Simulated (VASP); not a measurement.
# Ba2C3 (Pm-3m) in VASP: single point with PBE

Aim: the single point of Ba2C3 with PBE.

Program: VASP 6.6.1. These are calculated values, not measurements. Logs are shortened: lines on timing, memory, paths and dates and some standing lists are left out, and cuts for length are marked.

## (1) The cell of the first run

The structure is cubic, space group Pm-3m (No. 221). The conventional cell has a = 4.754 Å, b = 4.754 Å, c = 4.754 Å, α = 90.00°, β = 90.00°, γ = 90.00°. Ba (site symmetry m-3m) has 12 C at 3.36 Å and 8 Ba at 4.12 Å within 4.4 Å. Ba (site symmetry m-3m) has 6 C at 2.38 Å within 3.1 Å. C (site symmetry 4/mmm) has 2 Ba at 2.38 Å within 3.1 Å.

## (2) Single point, PBE

The input, INCAR:

```
PREC     = Accurate       # precision mode
ENCUT    = 520            # plane-wave cutoff, eV
EDIFF    = 1E-6           # SCF threshold, eV
ISMEAR   = 0              # smearing method
SIGMA    = 0.1            # smearing width, eV
LREAL    = False          # projectors in reciprocal space
LASPH    = True           # aspherical terms in the spheres
NELM     = 60             # most SCF steps
ALGO     = Normal         # electronic algorithm
ISIF     = 2              # what is computed and relaxed
LWAVE    = False          # write WAVECAR
LCHARG   = False          # write CHGCAR
GGA      = PE             # functional
NBANDS   = 24             # bands
```

The input, KPOINTS:

```
Automatic mesh
0
Gamma
  4 4 4
```

The input, POSCAR:

```
Ba2C3
1.0
    4.7535791700      0.0000000000      0.0000000000
    0.0000000000      4.7535791700      0.0000000000
    0.0000000000      0.0000000000      4.7535791700
Ba C
2 3
Direct
    0.5000000000      0.5000000000      0.5000000000
    0.0000000000      0.0000000000      0.0000000000
    0.5000000000      0.0000000000      0.0000000000
    0.0000000000      0.5000000000      0.0000000000
    0.0000000000      0.0000000000      0.5000000000
```

Potentials or basis: VASP PAW PBE potentials, release 64 (Ba_sv, C).

On the command line:

```sh
$ cat potpaw_PBE.64/Ba_sv/POTCAR potpaw_PBE.64/C/POTCAR > POTCAR
$ mpirun -np 1 vasp_std > vasp.out
```

OUTCAR:

```text
PREC = Accurate
   ENCUT = 520
   EDIFF = 1E-6
   ISMEAR = 0
   LREAL = False
   LASPH = True
   NELM = 60
   ISIF = 2
   GGA = PE

 ion  position               nearest neighbor table
   1  0.500  0.500  0.500-   3 3.36   4 3.36   5 3.36   3 3.36   4 3.36   3 3.36   5 3.36   3 3.36
                             4 3.36   5 3.36   4 3.36   5 3.36   2 4.12   2 4.12   2 4.12   2 4.12
   2  0.000  0.000  0.000-   3 2.38   4 2.38   5 2.38   5 2.38   4 2.38   3 2.38   1 4.12   1 4.12
                             1 4.12   1 4.12   1 4.12   1 4.12   1 4.12   1 4.12
   3  0.500  0.000  0.000-   2 2.38   2 2.38   1 3.36   1 3.36   1 3.36   1 3.36
   4  0.000  0.500  0.000-   2 2.38   2 2.38   1 3.36   1 3.36   1 3.36   1 3.36
   5  0.000  0.000  0.500-   2 2.38   2 2.38   1 3.36   1 3.36   1 3.36   1 3.36

  LATTYP: Found a simple cubic cell.
 ALAT       =     4.7535791700

  Lattice vectors:

 A1 = (   4.7535791700,   0.0000000000,   0.0000000000)
 A2 = (   0.0000000000,   4.7535791700,   0.0000000000)
 A3 = (   0.0000000000,   0.0000000000,   4.7535791700)

Analysis of symmetry for initial positions (statically):
=====================================================================
 Subroutine PRICEL returns:
 Original cell was already a primitive cell.

 Routine SETGRP: Setting up the symmetry group for a
 simple cubic supercell.

 Subroutine GETGRP returns: Found 48 space group operations
 (whereof 48 operations were pure point group operations)
 out of a pool of 48 trial point group operations.

The static configuration has the point symmetry O_h .

Analysis of symmetry for dynamics (positions and initial velocities):
=====================================================================
 Subroutine PRICEL returns:
 Original cell was already a primitive cell.

 Routine SETGRP: Setting up the symmetry group for a
 simple cubic supercell.

 Subroutine GETGRP returns: Found 48 space group operations
 (whereof 48 operations were pure point group operations)
 out of a pool of 48 trial point group operations.

The dynamic configuration has the point symmetry O_h .

 Subroutine INISYM returns: Found 48 space group operations
 (whereof 48 operations are pure point group operations),
 and found     1 'primitive' translations

----------------------------------------------------------------------------------------

                                     Primitive cell

  volume of cell :     107.4143

  direct lattice vectors                    reciprocal lattice vectors
     4.753579170  0.000000000  0.000000000     0.210367802  0.000000000  0.000000000
     0.000000000  4.753579170  0.000000000     0.000000000  0.210367802  0.000000000
     0.000000000  0.000000000  4.753579170     0.000000000  0.000000000  0.210367802

  length of vectors
     4.753579170  4.753579170  4.753579170     0.210367802  0.210367802  0.210367802

  position of ions in fractional coordinates (direct lattice)
     0.500000000  0.500000000  0.500000000
     0.000000000  0.000000000  0.000000000
     0.500000000  0.000000000  0.000000000
     0.000000000  0.500000000  0.000000000
     0.000000000  0.000000000  0.500000000

  ion indices of the primitive-cell ions
   primitive index   ion index
                 1           1
                 2           2
                 3           3
                 4           4
                 5           5

----------------------------------------------------------------------------------------

 KPOINTS: Automatic mesh

Automatic generation of k-mesh.
 Grid dimensions read from file:
 generate k-points for:    4    4    4

 Generating k-lattice:

  Cartesian coordinates                     Fractional coordinates (reciprocal lattice)
     0.052591950  0.000000000  0.000000000     0.250000000  0.000000000  0.000000000
     0.000000000  0.052591950  0.000000000     0.000000000  0.250000000  0.000000000
     0.000000000  0.000000000  0.052591950     0.000000000  0.000000000  0.250000000

  Length of vectors
     0.052591950  0.052591950  0.052591950

  Shift w.r.t. Gamma in fractional coordinates (k-lattice)
     0.000000000  0.000000000  0.000000000

 Subroutine IBZKPT returns following result:
 ===========================================

 Found     10 irreducible k-points:

 Following reciprocal coordinates:
            Coordinates               Weight
  0.000000  0.000000  0.000000      1.000000
  0.250000  0.000000  0.000000      6.000000
  0.500000  0.000000  0.000000      3.000000
  0.250000  0.250000  0.000000     12.000000
  0.500000  0.250000  0.000000     12.000000
  0.500000  0.500000  0.000000      3.000000
  0.250000  0.250000  0.250000      8.000000
  0.500000  0.250000  0.250000     12.000000
  0.500000  0.500000  0.250000      6.000000
  0.500000  0.500000  0.500000      1.000000
   k-points           NKPTS =     10   k-points in BZ     NKDIM =     10   number of bands    NBANDS=     24
   number of dos      NEDOS =    301   number of ions     NIONS =      5
   total plane-waves  NPLWV =  46656
   dimension x,y,z NGX =    36 NGY =   36 NGZ =   36
   dimension x,y,z NGXF=    72 NGYF=   72 NGZF=   72
   ions per type =               2   3
   NGX,Y,Z   is equivalent  to a cutoff of  12.59, 12.59, 12.59 a.u.
   NGXF,Y,Z  is equivalent  to a cutoff of  25.18, 25.18, 25.18 a.u.
 SYSTEM =  unknown system
   PREC   = accura    normal or accurate (medium, high low for compatibility)
   ISTART =      0    job   : 0-new  1-cont  2-samecut
   ICHARG =      2    charge: 1-file 2-atom 10-const
   ISPIN  =      1    spin polarized calculation?
   LNONCOLLINEAR =      F non collinear calculations
   LSORBIT =      F    spin-orbit coupling
   LASPH  =      T    aspherical Exc in radial PAW
   ENCUT  =  520.0 eV  38.22 Ry    6.18 a.u.   8.84  8.84  8.84*2*pi/ulx,y,z
   NELM   =     60;   NELMIN=  2; NELMDL= -5     # of ELM steps
   EDIFF  = 0.1E-05   stopping-criterion for ELM
   LREAL  =      F    real-space projection
   EDIFFG = 0.1E-04   stopping-criterion for IOM
   NSW    =      0    number of steps for IOM
   IBRION =     -1    ionic relax: 0-MD 1-quasi-New 2-CG
   NFREE  =      0    steps in history (QN), initial steepest desc. (CG)
   ISIF   =      2    stress and relaxation
   ISYM   =      2    0-nonsym 1-usesym 2-fastsym
   POTIM  = 0.5000    time-step for ionic-motion
   TEBEG  =    0.0;   TEEND  =   0.0 temperature during run
   PSTRESS=    0.0 pullay stress
   NELECT =      32.0000    total number of electrons
   NUPDOWN=      -1.0000    fix difference up-down
   EMIN   =  10.00;   EMAX   =-10.00  energy-range for DOS
   EFERMI =   0.00;   METHOD = LEGACY
   ISMEAR =     0;   SIGMA  =   0.10  broadening in eV -4-tet -1-fermi 0-gaus
   EFERMI_NEDOS =   21; number of points for ismear=-14 and -15
   IALGO  =     38    algorithm
   IMIX   =      4    mixing-type and parameters
     AMIX     =   0.40;   BMIX     =  1.00
     AMIX_MAG =   1.60;   BMIX_MAG =  1.00
  volume/ion in A,a.u.               =      21.48       144.97
  Fermi-wavevector in a.u.,A,eV,Ry     =   1.093379  2.066187 16.265463  1.195478
  Thomas-Fermi vector in A             =   2.229663
   LORBIT       =      0    0 simple, 1 ext, 2 COOP (PROOUT), +10 PAW based schemes
   GGA     = PE    functional components
   LHFCALC =     F    Hartree Fock is set to
   AEXX    =    0.0000 exact exchange contribution
   IVDW    =     0    specifies the selected vdW correction
   LEPSILON=     F    determine dielectric tensor
   LRPA    =     F    only Hartree local field effects (RPA)
 non-spin polarized calculation
 Gauss-broadening in eV      SIGMA  =   0.10
  energy-cutoff  :      520.00
  volume of cell :      107.41
 maximum number of plane-waves:      2945
 NGX is ok and might be reduce to    36
   NGX = 17   NGY = 17   NGZ = 17

 number of electron      31.9999997 magnetization

 Free energy of the ion-electron system (eV)
  ---------------------------------------------------
  ext. energy  EPLUGINS =         0.00000000
  ---------------------------------------------------
  free energy    TOTEN  =       -18.84380483 eV

  energy without entropy =      -18.83566216  energy(sigma->0) =      -18.83973349

 E-fermi :   2.1333     XC(G=0):  -9.4719

 val. band max:        1.9910024399   @ k =   0.2500   0.2500   0.0000
 cond. band min:       2.1500029054   @ k =   0.0000   0.0000   0.0000
 fundamental gap:      0.1590004655
 Fermi energy:         2.1333302182

 k-point     1 :       0.0000    0.0000    0.0000
  band No.  band energies     occupation
      1     -24.7479      2.00000
      2     -24.3970      2.00000
      3     -10.5333      2.00000
      4     -10.5333      2.00000
      5     -10.5333      2.00000
      6      -9.7343      2.00000
[... 16 lines left out ...]
     23       5.4512      0.00000
     24       5.5507      0.00000

 k-point     2 :       0.2500    0.0000    0.0000
  band No.  band energies     occupation
      1     -24.7319      2.00000
      2     -24.4020      2.00000
      3     -11.0060      2.00000
      4     -10.4625      2.00000
      5     -10.4625      2.00000
      6     -10.0000      2.00000
[... 16 lines left out ...]
     23       6.4913      0.00000
     24       6.7973      0.00000

 k-point     3 :       0.5000    0.0000    0.0000
  band No.  band energies     occupation
      1     -24.7151      2.00000
      2     -24.4078      2.00000
      3     -11.3769      2.00000
      4     -10.3751      2.00000
      5     -10.3751      2.00000
      6     -10.1770      2.00000
[... 16 lines left out ...]
     23       7.3295      0.00000
     24       7.4009      0.00000
[... 136 lines left out ...]
 k-point     9 :       0.5000    0.5000    0.2500
  band No.  band energies     occupation
      1     -24.7045      2.00000
      2     -24.3814      2.00000
      3     -11.4201      2.00000
      4     -11.4201      2.00000
      5     -10.9080      2.00000
      6      -9.9302      2.00000
[... 16 lines left out ...]
     23       7.6736      0.00000
     24       7.7340      0.00000

 k-point    10 :       0.5000    0.5000    0.5000
  band No.  band energies     occupation
      1     -24.7011      2.00000
      2     -24.3727      2.00000
      3     -11.3136      2.00000
      4     -11.3136      2.00000
      5     -11.3136      2.00000
      6     -10.0222      2.00000
[... 16 lines left out ...]
     23       6.9049      0.00000
     24       8.1726      0.00000

------------------------ aborting loop because EDIFF is reached ----------------------------------------

  FORCE on cell =-STRESS in cart. coord.  units (eV):
  Direction    XX          YY          ZZ          XY          YZ          ZX
  --------------------------------------------------------------------------------------
  -------------------------------------------------------------------------------------
  Total        0.4332535      0.4332535      0.4332535     -0.0000000      0.0000000     -0.0000000
  in kB        6.4623495      6.4623495      6.4623495     -0.0000000      0.0000000     -0.0000000
  external PRESSURE =       6.4623495 kB  Pullay stress =       0.0000000 kB

 VOLUME and BASIS-vectors are now :
 -----------------------------------------------------------------------------
  energy-cutoff  :      520.00
  volume of cell :      107.41
      direct lattice vectors                 reciprocal lattice vectors
     4.753579170  0.000000000  0.000000000     0.210367802  0.000000000  0.000000000
     0.000000000  4.753579170  0.000000000     0.000000000  0.210367802  0.000000000
     0.000000000  0.000000000  4.753579170     0.000000000  0.000000000  0.210367802

 POSITION                                       TOTAL-FORCE (eV/Angst)
 -----------------------------------------------------------------------------------
      2.37679      2.37679      2.37679         0.000000      0.000000      0.000000
      0.00000      0.00000      0.00000         0.000000      0.000000      0.000000
      2.37679      0.00000      0.00000         0.000000      0.000000      0.000000
      0.00000      2.37679      0.00000         0.000000      0.000000      0.000000
      0.00000      0.00000      2.37679         0.000000      0.000000      0.000000
 -----------------------------------------------------------------------------------
    total drift:                                0.000000      0.000000     -0.000000

  FREE ENERGIE OF THE ION-ELECTRON SYSTEM (eV)
  ---------------------------------------------------
  free  energy   TOTEN  =       -18.8438048255 eV

  energy  without entropy=      -18.8356621570  energy(sigma->0) =      -18.83973349
```

It took 17 s on 1 thread of AMD EPYC 7R13 (Zen 3), shared host; peak memory 0.18 GiB.

Results:

```
Free energy            : -18.8438 eV
Pressure               : 0.6 GPa
Band gap on the k mesh : zero (band 16 reaches 2.36 eV, above the bottom of band 17 at 1.47 eV)
```

Levels at points of the mesh, in eV from the Fermi level:
```csv
k point,band 12,band 13,band 14,band 15,band 16,band 17,band 18,band 19,band 20,band 21
"(0.00, 0.00, 0.00)",0.02,0.02,0.02,0.05,0.05,0.05,2.58,2.58,2.58,3.32
"(0.50, 0.00, 0.00)",-1.71,-0.90,-0.90,-0.86,-0.85,-0.49,-0.49,2.57,2.57,4.42
"(0.50, 0.50, 0.00)",-2.95,-2.14,-1.42,-1.42,-1.31,-0.18,-0.18,1.06,2.60,5.18
"(0.50, 0.50, 0.50)",-2.16,-2.16,-2.16,-2.12,-2.12,-0.66,1.19,1.19,1.19,4.77
```

Caveat: spin-orbit coupling is left out, which moves the levels of the heavy elements.
